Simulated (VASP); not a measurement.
Set up this calculation in VASP 6.6.1, as the native input.

* Task: single point
* Functional: PBE
* Potentials or basis: VASP PAW PBE potentials, release 64 (Pb_d, S)
* Cutoff: 520 eV
* k mesh: 12 × 12 × 12
* Occupations: gaussian, width 0.02 eV
* Spin: no spin polarisation
* Dipole correction: no
* k mesh for the DOS: 18 × 18 × 18
* Occupations for the DOS: tetrahedron
* Further INCAR settings: ALGO = Normal; EDIFF = 1e-06; NBANDS = 17

PbS:

```
Pb S
1.0
    -2.12406    2.12406    3.00436
     2.12406   -2.12406    3.00436
     2.12406    2.12406   -3.00436
Pb S
1 1
Direct
  0.50000 0.50000 0.00000
  0.00000 0.00000 0.00000
```

The input as run:

POSCAR

```
PbS
1.0
   -2.1240616417      2.1240616417      3.0043599809
    2.1240616417     -2.1240616417      3.0043599809
    2.1240616417      2.1240616417     -3.0043599809
Pb S
1 1
Direct
    0.5000000000      0.5000000000      0.0000000000
    0.0000000000      0.0000000000      0.0000000000
```

INCAR.step1

```
SYSTEM = PbS
PREC = Accurate ; ENCUT = 520
EDIFF = 1E-6 ; ISMEAR = 0
SIGMA = 0.02 ; LREAL = .False.
LASPH = .True. ; NELM = 60
ALGO = Normal ; ISIF = 2
LWAVE = .False. ; LCHARG = .True.
GGA = PE ; NBANDS = 17
```

KPOINTS.step1

```
regular mesh
0
Gamma
  12 12 12
  0 0 0
```

INCAR.step2

```
SYSTEM = PbS
PREC = Accurate ; ENCUT = 520
EDIFF = 1E-6 ; ISMEAR = -5
SIGMA = 0.02 ; LREAL = .False.
LASPH = .True. ; NELM = 60
ALGO = Normal ; ISIF = 2
LWAVE = .False. ; LCHARG = .False.
GGA = PE ; LORBIT = 10
NBANDS = 17 ; NEDOS = 1001
ICHARG = 11
```

KPOINTS.step2

```
regular mesh
0
Gamma
  18 18 18
  0 0 0
```

Potentials or basis: VASP PAW PBE potentials, release 64 (Pb_d, S).

The run is started by

```bash
$ cat potpaw_PBE.64/Pb_d/POTCAR potpaw_PBE.64/S/POTCAR > POTCAR
$ cp INCAR.step1 INCAR
$ cp KPOINTS.step1 KPOINTS
$ mpirun -np 1 vasp_std > vasp.out
$ cp INCAR.step2 INCAR
$ cp KPOINTS.step2 KPOINTS
$ mpirun -np 1 vasp_std > vasp.out
```

Results of the run:

| Property | Result |
| --- | --- |
| Valence electrons inside the program's atomic spheres | Pb 11.82; S 3.68 |

Run time: 110 s on 1 thread of Intel(R) Xeon(R) 6975P-C (Granite Rapids) (shared host), peak memory 0.49 GiB.
